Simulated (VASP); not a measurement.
Wanted: the native input for a VASP 6.6.1 run.

* Task: single point
* Functional: PBE
* Potentials or basis: VASP PAW PBE potentials, release 64 (Li_sv, C)
* Cutoff: 520 eV
* k mesh: 3 × 3 × 3
* Occupations: gaussian, width 0.1 eV
* Spin: no spin polarisation
* Dipole correction: no
* Further INCAR settings: LREAL = Auto; ALGO = Normal; EDIFF = 1e-07; NBANDS = 40

The structure of Li16C (a cell with a defect) lies in POSCAR:

```
Li16C
1.0
    6.9800000000      0.0000000000      0.0000000000
    0.0000000000      6.9800000000      0.0000000000
    0.0000000000      0.0000000000      6.9800000000
Li C
16 1
Direct
   -0.0000803063     -0.0306128756     -0.0334773614
    0.5005736304     -0.0327307521      0.0241863685
   -0.0000956406      0.5299969915     -0.0329117549
    0.0002492045      0.0566823044      0.5991530318
    0.1934999740      0.2496062745      0.1509354766
    0.5005813840      0.5325096887      0.0249590503
    0.4998547472      0.0337870858      0.4585437018
    0.8063961197      0.2495924234      0.1516212524
    0.0002527268      0.4432323740      0.5983303872
    0.2156250779      0.7502391178      0.2913478992
    0.2808721716      0.2501016177      0.7831043725
    0.4998574419      0.4656463988      0.4581790848
    0.7846856833      0.7502447819      0.2915266330
    0.7197095422      0.2501125152      0.7828027295
    0.2827047986      0.7490042840      0.7254574313
    0.7173957755      0.7490053566      0.7249515032
    0.0002392094      0.2498389433      0.8745446244
```

One way to write it, as run:

INCAR

```
SYSTEM = Li16C
  PREC = Accurate
  ENCUT = 520
  EDIFF = 1E-7
  ISMEAR = 0
  SIGMA = 0.1
  LREAL = Auto
  LASPH = .TRUE.
  NELM = 60
  ALGO = Normal
  ISIF = 2
  LWAVE = .FALSE.
  LCHARG = .FALSE.
  GGA = PE
  NBANDS = 40
```

KPOINTS

```
Automatic mesh
0
G
  3 3 3
  0 0 0
```

Potentials or basis: VASP PAW PBE potentials, release 64 (Li_sv, C).

Launch:

```bash
$ cat potpaw_PBE.64/Li_sv/POTCAR potpaw_PBE.64/C/POTCAR > POTCAR
$ mpirun -np 1 vasp_std > vasp.out
```

It gave:

- Largest force: 0.021 eV/Å
- Band gap on the k mesh: zero (band 26 reaches 0.53 eV, above the bottom of band 27 at 0.35 eV)

It took 6.6 min on 1 thread of Intel(R) Xeon(R) Platinum 8175M CPU @ 2.50GHz (Skylake/Cascade Lake), on a shared host, peak memory 0.41 GiB.
